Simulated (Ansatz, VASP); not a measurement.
## Mg: VASP beside Ansatz

The input INCAR:

```
  PREC = Accurate
  ENCUT = 520
  EDIFF = 1E-6
  ISMEAR = -1
  SIGMA = 0.1
  LREAL = F
  LASPH = T
  NELM = 60
  ALGO = Normal
  ISIF = 2
  LWAVE = F
  LCHARG = F
  GGA = RE
  NBANDS = 9
```

KPOINTS

```
regular mesh
0
Gamma
  9 9 9
```

File POSCAR:

```
Mg
1.0
    0.0000000000      3.3285674693      3.3285674693
    3.3285674693      0.0000000000      3.3285674693
    3.3285674693      3.3285674693      0.0000000000
Mg
2
Direct
    0.1250000000      0.1250000000      0.1250000000
    0.8750000000      0.8750000000      0.8750000000
```

Input for Ansatz:

```yaml
crystal:
  lattice:
    - [0.0, 3.3285674693, 3.3285674693]
    - [3.3285674693, 0.0, 3.3285674693]
    - [3.3285674693, 3.3285674693, 0.0]
  atoms:
    - { symbol: Mg, position: [0.125, 0.125, 0.125] }
    - { symbol: Mg, position: [0.875, 0.875, 0.875] }
hamiltonian:
  xc: revpbe
  pseudopotentials:
    kind: paw
    azcp:
      Mg: "pseudopotentials/Mg.paw.azcp"
basis:
  ecutwfc: 420
  fft_grid_basis: typed
kpoints:
  mp_grid: { grid: [9, 9, 9], shift: [0, 0, 0] }
magnetization:
  spin_polarized: false
scf:
  occupations: { method: fermi_dirac, width: 0.1 }
  lower_state_search: "off"
output:
  stress: true
  write_density: true
  write_potential: true
  elf: true
  volumetric_format: npy
```

Alike in both runs: task single point; functional revPBE; k mesh 9 × 9 × 9; occupations fermi-dirac, width 0.1 eV; no spin polarisation.

|  | VASP | Ansatz |
| --- | --- | --- |
| version | VASP 6.6.1 | Ansatz 0.2.0 |
| potentials or method | VASP PAW PBE potentials, release 64 (Mg), cutoff 520 eV | plane waves (420 eV) with PAW, scalar-relativistic |
| valence electrons in the cell | 4 | 20 |

|  | VASP | Ansatz | Ansatz less VASP |
| --- | --- | --- | --- |
| pressure (GPa) | 1.6 | 1.7 | +0.04 |

VASP's potentials were made for PBE, not for revPBE. VASP's potentials hold 4 valence electrons a cell and Ansatz's 20, so a difference there can come from the potentials and not from the codes.
